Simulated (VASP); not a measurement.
# SnO2 (R-3m) in VASP: notebook, part 2 of 2

VASP 6.6.1. The steps go on from the part before.

## (5) Single point, r2SCAN (strain +0.080 along x and y, +0.000 along z)

POSCAR

```
SnO2
1.0
    1.7464605212      1.0083194521      4.8005925840
   -1.7464605212      1.0083194521      4.8005925840
    0.0000000000     -2.0166389041      4.8005925840
Sn O
1 2
Direct
    0.5000000000      0.5000000000      0.5000000000
    0.2371700000      0.2371700000      0.2371700000
    0.7628300000      0.7628300000      0.7628300000
```

INCAR.step1

```
SYSTEM = SnO2
  PREC = Accurate
  ENCUT = 520
  ISMEAR = 0
  SIGMA = 0.05
  LREAL = .False.
  LASPH = .True.
  NELM = 100
  NBANDS = 20
  GGA = PE
  ALGO = Normal
  EDIFF = 1E-4
  LWAVE = .True.
  LCHARG = .False.
```

INCAR.step2

```
SYSTEM = SnO2
  PREC = Accurate
  ENCUT = 520
  EDIFF = 1E-6
  ISMEAR = 0
  SIGMA = 0.05
  LREAL = .False.
  LASPH = .True.
  NELM = 100
  ALGO = Normal
  ISIF = 2
  LWAVE = .False.
  LCHARG = .False.
  METAGGA = R2SCAN
  LMIXTAU = .True.
  NBANDS = 20
  ISTART = 1
```

KPOINTS

```
Automatic mesh
0
Gamma
  12 12 12
  0 0 0
```

Potentials or basis: VASP PAW PBE potentials, release 64 (Sn_d, O).

On the command line:

```
$ cat potpaw_PBE.64/Sn_d/POTCAR potpaw_PBE.64/O/POTCAR > POTCAR
$ cp INCAR.step1 INCAR
$ mpirun -np 1 vasp_std > vasp.out
$ cp INCAR.step2 INCAR
$ mpirun -np 1 vasp_std > vasp.out
```

OUTCAR:

```text
SYSTEM = SnO2
   PREC = Accurate
   ENCUT = 520
   EDIFF = 1E-6
   ISMEAR = 0
   LREAL = .False.
   LASPH = .True.
   NELM = 100
   ISIF = 2
   METAGGA = R2SCAN
   ISTART = 1

 ion  position               nearest neighbor table
   1  0.500  0.500  0.500-   2 2.26   2 2.26   3 2.26   3 2.26   2 2.26   3 2.26
   2  0.237  0.237  0.237-   1 2.26   1 2.26   1 2.26
   3  0.763  0.763  0.763-   1 2.26   1 2.26   1 2.26

  LATTYP: Found a trigonal (rhomboedric) cell.
 ALAT       =     5.2069685641
 COS(alpha) =     0.7750025325

  Lattice vectors:

 A1 = (   1.7464605212,   1.0083194521,   4.8005925840)
 A2 = (  -1.7464605212,   1.0083194521,   4.8005925840)
 A3 = (   0.0000000000,  -2.0166389041,   4.8005925840)

Analysis of symmetry for initial positions (statically):
=====================================================================
 Subroutine PRICEL returns:
 Original cell was already a primitive cell.

 Routine SETGRP: Setting up the symmetry group for a
 trigonal (rhombohedral) supercell.

[... 159 lines left out ...]

 Free energy of the ion-electron system (eV)
  ---------------------------------------------------
  ext. energy  EPLUGINS =         0.00000000
  ---------------------------------------------------
  free energy    TOTEN  =       -40.74447265 eV

  energy without entropy =      -40.74447265  energy(sigma->0) =      -40.74447265

 E-fermi :   2.0150     XC(G=0):  -9.9728

 val. band max:        1.7735820308   @ k =  -0.0833   0.0833   0.0000
 cond. band min:       2.7026199201   @ k =   0.0000   0.0000   0.0000
 fundamental gap:      0.9290378893
 Fermi energy:         2.0149604603

 k-point     1 :       0.0000    0.0000    0.0000
  band No.  band energies     occupation
      1     -19.1679      2.00000
      2     -19.0364      2.00000
      3     -19.0364      2.00000
      4     -18.9609      2.00000
      5     -18.9609      2.00000
      6     -16.3142      2.00000
[... 541 lines left out ...]
     19      14.7587      0.00000
     20      15.3585      0.00000

 [... further k-points ...]
[... 5 lines left out ...]
  --------------------------------------------------------------------------------------
  -------------------------------------------------------------------------------------
  Total       -9.1006742     -9.1006742     -3.7485110      0.0000000     -0.0000000      0.0000000
  in kB     -287.4624545   -287.4624545   -118.4039955      0.0000000     -0.0000000      0.0000000
  external PRESSURE =    -231.1096349 kB  Pullay stress =       0.0000000 kB

 VOLUME and BASIS-vectors are now :
 -----------------------------------------------------------------------------
  energy-cutoff  :      520.00
  volume of cell :       50.72
      direct lattice vectors                 reciprocal lattice vectors
     1.746460521  1.008319452  4.800592584     0.286293331  0.165291532  0.069435872
    -1.746460521  1.008319452  4.800592584    -0.286293331  0.165291532  0.069435872
     0.000000000 -2.016638904  4.800592584     0.000000000 -0.330583063  0.069435872

 POSITION                                       TOTAL-FORCE (eV/Angst)
 -----------------------------------------------------------------------------------
      0.00000      0.00000      7.20089        -0.000000      0.000000     -0.000000
      0.00000      0.00000      3.41567         0.000000     -0.000000     -1.442526
      0.00000      0.00000     10.98611         0.000000      0.000000      1.442526
 -----------------------------------------------------------------------------------
    total drift:                               -0.000000      0.000000      0.000000

  FREE ENERGIE OF THE ION-ELECTRON SYSTEM (eV)
  ---------------------------------------------------
  free  energy   TOTEN  =       -40.7444726536 eV

  energy  without entropy=      -40.7444726536  energy(sigma->0) =      -40.74447265
```

OUTCAR.step1:

```text
SYSTEM = SnO2
   PREC = Accurate
   ENCUT = 520
   ISMEAR = 0
   LREAL = .False.
   LASPH = .True.
   NELM = 100
[... 776 lines left out ...]
      0.00000      0.00000      7.20089        -0.000000      0.000000      0.000000
      0.00000      0.00000      3.41567         0.000000     -0.000000     -1.033735
      0.00000      0.00000     10.98611         0.000000      0.000000      1.033735
 -----------------------------------------------------------------------------------
    total drift:                                0.000000      0.000000      0.000000

  FREE ENERGIE OF THE ION-ELECTRON SYSTEM (eV)
  ---------------------------------------------------
  free  energy   TOTEN  =       -17.6227059016 eV

  energy  without entropy=      -17.6227059016  energy(sigma->0) =      -17.62270590
```

Wall time 8.3 min (1 thread of Intel Xeon 6975P-C (Granite Rapids), shared host); peak memory 0.38 GiB.

What came out:

| Property | Result |
| --- | --- |
| Free energy | -40.7445 eV |
| Pressure | -23.1 GPa |
| Largest force | 1.443 eV/Å |
| Band gap on the k mesh | 0.93 eV (least direct gap 0.96 eV) |

Forces in eV/Å, atoms in the order of the input:
```
Sn   0.000  0.000  0.000
O    0.000  0.000 -1.443
O    0.000  0.000  1.443
```

Levels at points of the mesh, in eV from the valence-band top:
```
           k point  band 10  band 11  band 12  band 13  band 14  band 15  band 16  band 17
(0.00, 0.00, 0.00)    -1.27    -1.14    -1.14    -0.03     0.93     5.31     9.81     9.81
(0.50, 0.00, 0.00)    -2.73    -1.23    -0.72    -0.60     4.11     7.21     9.00    11.54
(0.50, 0.50, 0.00)    -2.84    -0.86    -0.56    -0.11     3.90     6.37     9.75    10.60
(0.50, 0.50, 0.50)    -1.35    -1.08    -1.08    -1.08     2.20     5.13    10.01    10.01
```

Caveat: the cell differs from its parent crystal (strain +0.080 along x and y, +0.000 along z); the cell stands under tension; the PAW data sets were made with another functional, which shifts forces and pressure a little; spin-orbit coupling is left out, which moves the levels of the heavy elements. A k mesh can miss the band edges.

## (6) Summary

```tsv
cell	gap on the mesh (eV)	pressure (GPa)	largest force (eV/Å)
a = 5.178 Å, angles 37.9°, 3 atoms	1.62	-16.9	1.12
a = 5.030 Å, angles 40.6°, 3 atoms	0.84	-22.3	1.07
a = 5.357 Å, angles 36.6°, 3 atoms	1.68	-18.4	1.56
a = 5.207 Å, angles 39.2°, 3 atoms	0.93	-23.1	1.44
```

Alike in all rows: task single point; level r2SCAN; potentials or basis VASP PAW PBE potentials, release 64 (Sn_d, O); no spin polarisation; k mesh 12 × 12 × 12; cutoff (eV) 520; smearing gaussian 0.05 eV.

Caveats: the cell stands under tension; the PAW data sets were made with another functional, which shifts forces and pressure a little; spin-orbit coupling is left out, which moves the levels of the heavy elements.

Total energies depend on the potentials used, so only differences within one code and one set of settings carry meaning.
